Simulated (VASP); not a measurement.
# Si32Ni (a cell with a defect) in VASP: single point with PBE

Aim: the single point of Si32Ni (a cell with a defect) with PBE.

Program: VASP 6.6.1. These are calculated values, not measurements. Logs are shortened: lines on timing, memory, paths and dates and some standing lists are left out, and cuts for length are marked.

## 1. The cell of the first run

The cell holds a defect, 33 atoms: a = 9.474 Å, b = 9.474 Å, c = 9.474 Å, α = 109.47°, β = 109.47°, γ = 109.47°.

## 2. Single point, PBE

Contents of INCAR:

```
PREC     = Accurate       # precision mode
ENCUT    = 520            # plane-wave cutoff, eV
EDIFF    = 1E-6           # SCF threshold, eV
ISMEAR   = 0              # smearing method
SIGMA    = 0.02           # smearing width, eV
LREAL    = Auto         
LASPH    = T              # aspherical terms in the spheres
NELM     = 80             # most SCF steps
ALGO     = Normal         # electronic algorithm
ISIF     = 2              # what is computed and relaxed
LWAVE    = F              # write WAVECAR
LCHARG   = F              # write CHGCAR
GGA      = PE             # functional
NBANDS   = 91             # bands
```

Contents of KPOINTS:

```
Automatic mesh
0
Gamma
  2 2 2
  0.5 0.5 0.5
```

Contents of POSCAR:

```
Si32Ni
1.0
    5.4700937585      5.4700937585     -5.4700937585
   -5.4700937585     -5.4700937585     -5.4700937585
   -5.4700937585      5.4700937585      5.4700937585
Si Ni
32 1
Direct
    0.2512446881      0.0000042961      0.0030640243
    0.4998794574      0.7501435407     -0.0001500888
    0.7501299212      0.4998628215     -0.0001671818
    0.7479238347      0.0000363796      0.4979783931
   -0.0000287929     -0.0000414070      0.2513746675
    0.2498565034      0.7497324874      0.2496989193
    0.5039771934      0.5039688754      0.2543836653
    0.7497556132      0.2498835597      0.2496971826
   -0.0000104203      0.2512417631      0.0030248110
    0.4959757766     -0.0000407671      0.7503884177
    0.7487506944      0.7487528881      0.7518117936
   -0.0000110601      0.7479844369      0.4980144071
    0.2502405919      0.5001115375      0.4999346667
    0.5001021227      0.2502601528      0.4999694924
   -0.0000206578      0.4960709304      0.7503927138
    0.2520420236      0.2520894633      0.7500344018
    0.2582151353      0.2582128502      0.0036863171
    0.4991250828      0.0000124312      0.0001749513
    0.7499179504      0.7499145684      0.0015794062
    0.7489375285      0.2499008354      0.4986321296
   -0.0000058500      0.2500211258      0.2516163453
    0.2500482735     -0.0000042961      0.2516613171
    0.4990864180      0.7501365938      0.2487860465
    0.7501638329      0.4991167648      0.2487939074
   -0.0000005484      0.4991206953      0.0001343670
    0.5008886723      0.2510294267      0.7496952851
    0.7417438675     -0.0000283359      0.7454498369
   -0.0000168187      0.0000292500      0.5026738336
    0.2498027566      0.7489222637      0.4986070843
    0.5008780692      0.5008859301      0.5010418689
   -0.0000130711      0.7418435916      0.7454951743
    0.2510293353      0.5009471722      0.7496845906
    0.0000001828      0.0000382992     -0.1660425836
```

Potentials or basis: VASP PAW PBE potentials, release 64 (Si, Ni).

Command:

```console
$ cat potpaw_PBE.64/Si/POTCAR potpaw_PBE.64/Ni/POTCAR > POTCAR
$ mpirun -np 1 vasp_std > vasp.out
```

OUTCAR:

```text
PREC = Accurate
   ENCUT = 520
   EDIFF = 1E-6
   ISMEAR = 0
   LREAL = Auto
   LASPH = T
   NELM = 80
   ISIF = 2
   GGA = PE

 ion  position               nearest neighbor table
   1  0.251  0.000  0.003-  18 2.36  22 2.36  33 2.39  31 2.42  17 2.42
   2  0.500  0.750  1.000-  23 2.36  32 2.36  19 2.36  18 2.37
   3  0.750  0.500  1.000-  24 2.36  26 2.36  19 2.36  25 2.37
   4  0.748  0.000  0.498-  20 2.36  23 2.36  27 2.37  28 2.37
   5  1.000  1.000  0.251-  19 2.37  22 2.37  21 2.37  28 2.38
   6  0.250  0.750  0.250-  29 2.36  23 2.36  22 2.36  25 2.37
   7  0.504  0.504  0.254-  17 2.34  30 2.36  23 2.37  24 2.37
   8  0.750  0.250  0.250-  20 2.36  24 2.36  21 2.36  18 2.37
   9  1.000  0.251  0.003-  25 2.36  21 2.36  33 2.39  17 2.42  27 2.42
  10  0.496  1.000  0.750-  27 2.34  18 2.36  29 2.37  26 2.37
  11  0.749  0.749  0.752-  30 2.36  19 2.36  33 2.39  31 2.42  27 2.42
  12  1.000  0.748  0.498-  29 2.36  24 2.36  31 2.36  28 2.37
  13  0.250  0.500  0.500-  32 2.36  29 2.36  21 2.36  30 2.37
  14  0.500  0.250  0.500-  26 2.36  20 2.36  22 2.36  30 2.37
  15  1.000  0.496  0.750-  31 2.34  25 2.36  20 2.37  32 2.37
  16  0.252  0.252  0.750-  32 2.36  26 2.36  17 2.37  28 2.37
  17  0.258  0.258  0.004-  33 2.31   7 2.34  16 2.37   1 2.42   9 2.42
  18  0.499  0.000  0.000-  10 2.36   1 2.36   8 2.37   2 2.37
  19  0.750  0.750  0.002-  11 2.36   2 2.36   3 2.36   5 2.37
  20  0.749  0.250  0.499-   8 2.36   4 2.36  14 2.36  15 2.37
  21  1.000  0.250  0.252-   9 2.36  13 2.36   8 2.36   5 2.37
  22  0.250  1.000  0.252-   1 2.36  14 2.36   6 2.36   5 2.37
  23  0.499  0.750  0.249-   2 2.36   4 2.36   6 2.36   7 2.37
  24  0.750  0.499  0.249-   3 2.36  12 2.36   8 2.36   7 2.37
  25  1.000  0.499  0.000-  15 2.36   9 2.36   6 2.37   3 2.37
  26  0.501  0.251  0.750-  14 2.36  16 2.36   3 2.36  10 2.37
  27  0.742  1.000  0.745-  33 2.31  10 2.34   4 2.37  11 2.42   9 2.42
  28  1.000  0.000  0.503-  12 2.37  16 2.37   4 2.37   5 2.38
  29  0.250  0.749  0.499-   6 2.36  12 2.36  13 2.36  10 2.37
  30  0.501  0.501  0.501-   7 2.36  11 2.36  14 2.37  13 2.37
  31  1.000  0.742  0.745-  33 2.31  15 2.34  12 2.36  11 2.42   1 2.42
  32  0.251  0.501  0.750-  13 2.36  16 2.36   2 2.36  15 2.37
  33  0.000  0.000  0.834-  31 2.31  17 2.31  27 2.31   9 2.39   1 2.39  11 2.39

  LATTYP: Found a body centered cubic cell.
 ALAT       =    10.9401875170

  Lattice vectors:

 A1 = (   5.4700937585,   5.4700937585,  -5.4700937585)
 A2 = (  -5.4700937585,  -5.4700937585,  -5.4700937585)
 A3 = (  -5.4700937585,   5.4700937585,   5.4700937585)

Analysis of symmetry for initial positions (statically):
=====================================================================
 Subroutine PRICEL returns:
 Original cell was already a primitive cell.

 Routine SETGRP: Setting up the symmetry group for a
[... 171 lines left out ...]
   PSTRESS=    0.0 pullay stress
   NELECT =     138.0000    total number of electrons
   NUPDOWN=      -1.0000    fix difference up-down
   EMIN   =  10.00;   EMAX   =-10.00  energy-range for DOS
   EFERMI =   0.00;   METHOD = LEGACY
   ISMEAR =     0;   SIGMA  =   0.02  broadening in eV -4-tet -1-fermi 0-gaus
   EFERMI_NEDOS =   21; number of points for ismear=-14 and -15
   IALGO  =     38    algorithm
   IMIX   =      4    mixing-type and parameters
     AMIX     =   0.40;   BMIX     =  1.00
     AMIX_MAG =   1.60;   BMIX_MAG =  1.00
  volume/ion in A,a.u.               =      19.84       133.88
  Fermi-wavevector in a.u.,A,eV,Ry     =   0.974286  1.841133 12.915100  0.949233
  Thomas-Fermi vector in A             =   2.104733
   LORBIT       =      0    0 simple, 1 ext, 2 COOP (PROOUT), +10 PAW based schemes
   GGA     = PE    functional components
   LHFCALC =     F    Hartree Fock is set to
   AEXX    =    0.0000 exact exchange contribution
   IVDW    =     0    specifies the selected vdW correction
   LEPSILON=     F    determine dielectric tensor
   LRPA    =     F    only Hartree local field effects (RPA)
 non-spin polarized calculation
 Gauss-broadening in eV      SIGMA  =   0.02
  energy-cutoff  :      520.00
  volume of cell :      654.70
 maximum number of plane-waves:     17628
 NGX is ok and might be reduce to    70
   NGX = 35   NGY = 35   NGZ = 35

 number of electron     137.9999997 magnetization

 Free energy of the ion-electron system (eV)
  ---------------------------------------------------
  ext. energy  EPLUGINS =         0.00000000
  ---------------------------------------------------
  free energy    TOTEN  =      -178.40955608 eV

  energy without entropy =     -178.40955608  energy(sigma->0) =     -178.40955608

 E-fermi :   5.7151     XC(G=0):  -9.4559

 val. band max:        5.5797455204   @ k =   0.2500   0.2500   0.2500
 cond. band min:       6.4193777005   @ k =   0.2500   0.2500  -0.2500
 fundamental gap:      0.8396321800
 Fermi energy:         5.7151256524

 k-point     1 :       0.2500    0.2500    0.2500
  band No.  band energies     occupation
      1      -5.4456      2.00000
      2      -5.2603      2.00000
      3      -5.2602      2.00000
      4      -5.2327      2.00000
      5      -3.5913      2.00000
      6      -3.4801      2.00000
[... 325 lines left out ...]
     80       8.1585      0.00000
     81       8.2015      0.00000
 [bands above 81 left out]

------------------------ aborting loop because EDIFF is reached ----------------------------------------

  FORCE on cell =-STRESS in cart. coord.  units (eV):
  Direction    XX          YY          ZZ          XY          YZ          ZX
  --------------------------------------------------------------------------------------
  -------------------------------------------------------------------------------------
  Total        2.4118539      2.4066097      2.4063475     -0.4319180      0.4341301     -0.4310265
  in kB        5.9022456      5.8894121      5.8887704     -1.0569819      1.0623955     -1.0548002
  external PRESSURE =       5.8934761 kB  Pullay stress =       0.0000000 kB

 VOLUME and BASIS-vectors are now :
 -----------------------------------------------------------------------------
  energy-cutoff  :      520.00
  volume of cell :      654.70
      direct lattice vectors                 reciprocal lattice vectors
     5.470093759  5.470093759 -5.470093759     0.000000000  0.091406111 -0.091406111
    -5.470093759 -5.470093759 -5.470093759    -0.091406111  0.000000000 -0.091406111
    -5.470093759  5.470093759  5.470093759    -0.091406111  0.091406111  0.000000000

 POSITION                                       TOTAL-FORCE (eV/Angst)
 -----------------------------------------------------------------------------------
      1.35755      1.39107     -1.35760         0.001407      0.001693     -0.002628
     -6.83824      4.10030     -1.36847        -0.000952      0.000436     -0.000114
     -4.10019      6.83816     -1.36840        -0.000654      0.000550     -0.000738
      1.36703      6.81500     -1.36742        -0.009932      0.004564      0.011103
     -1.37497      1.37511     -9.56476        -0.000880     -0.000178     -0.001356
     -4.10025     -1.36849     -4.10197        -0.000909     -0.001558      0.000523
[... 25 lines left out ...]
     -5.46792      2.73377     -0.01254         0.002791     -0.001517      0.001129
     -4.56203      4.56162      4.56161         0.004925     -0.005461     -0.004296
 -----------------------------------------------------------------------------------
    total drift:                                0.005189     -0.005257     -0.005665

  FREE ENERGIE OF THE ION-ELECTRON SYSTEM (eV)
  ---------------------------------------------------
  free  energy   TOTEN  =      -178.4095560755 eV

  energy  without entropy=     -178.4095560755  energy(sigma->0) =     -178.40955608
```

stdout:

```text
POSCAR found type information on POSCAR SiNi
 POSCAR found :  2 types and      33 ions
 scaLAPACK will be used
 LDA part: xc-table for (Slater+PW92), standard interpolation
 POSCAR, INCAR and KPOINTS ok, starting setup
 FFT: planning ... GRIDC
 FFT: planning ... GRID_SOFT
 FFT: planning ... GRID
 WAVECAR not read
 entering main loop
```

Wall time 8.2 min (1 thread of Intel Xeon 6975P-C (Granite Rapids), shared host); peak memory 0.71 GiB.

What came out:

- Free energy: -178.4096 eV
- Pressure: 0.6 GPa
- Largest force: 0.016 eV/Å
- Band gap on the k mesh: 0.84 eV

Forces in eV/Å, atoms in the order of the input:
```
Si   0.001  0.002 -0.003
Si  -0.001  0.000  0.000
Si  -0.001  0.001 -0.001
Si  -0.010  0.005  0.011
Si  -0.001  0.000 -0.001
Si  -0.001 -0.002  0.001
Si   0.004 -0.003  0.001
Si   0.001  0.002  0.000
Si  -0.002 -0.003 -0.002
Si   0.003  0.001 -0.004
Si   0.001 -0.004  0.002
Si  -0.002  0.009  0.010
Si   0.001  0.001  0.002
Si  -0.001  0.000  0.001
Si  -0.002 -0.003 -0.003
Si  -0.010  0.011  0.004
Si   0.003 -0.003 -0.001
Si  -0.001 -0.001  0.002
Si   0.001 -0.001 -0.004
Si   0.002  0.002 -0.001
Si   0.003 -0.001 -0.001
Si   0.001 -0.003 -0.001
Si   0.002  0.001 -0.002
Si  -0.002 -0.003 -0.001
Si   0.000  0.001  0.002
Si   0.002 -0.002  0.001
Si   0.002  0.001 -0.004
Si  -0.001  0.001  0.001
Si  -0.002 -0.001 -0.003
Si  -0.001  0.001 -0.001
Si   0.003 -0.001 -0.002
Si   0.003 -0.002  0.001
Ni   0.005 -0.005 -0.004
```
